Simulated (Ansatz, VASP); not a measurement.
## One calculation of C, two programs

```
CELL_PARAMETERS angstrom
0.00000 1.50608 1.50608
1.50608 0.00000 1.50608
1.50608 1.50608 0.00000
ATOMIC_POSITIONS crystal
C 0.00000 0.00000 0.00000
```

Alike in both runs: functional LDA; k mesh 23 × 23 × 23; occupations fermi-dirac, width 0.05 eV; no spin polarisation.

Ansatz relaxed the structure, and its values are those at the end. VASP's run is a single point on that final structure, the one shown.

|  | VASP | Ansatz |
| --- | --- | --- |
| version | VASP 6.6.1 | Ansatz 0.2.0 |
| potentials or method | VASP PAW LDA potentials, release 64 (C) | PAW with Ansatz's default frozen-core files, scalar-relativistic |
| plane-wave cutoff (eV) | 600 | 420 |
| valence electrons in the cell | 4 | 4 |

```tsv
	VASP	Ansatz	Ansatz less VASP
pressure (GPa)	0.3	0.0	-0.28
```

LDA's correlation is that of Perdew and Zunger in VASP and of Perdew and Wang (1992) in Ansatz.
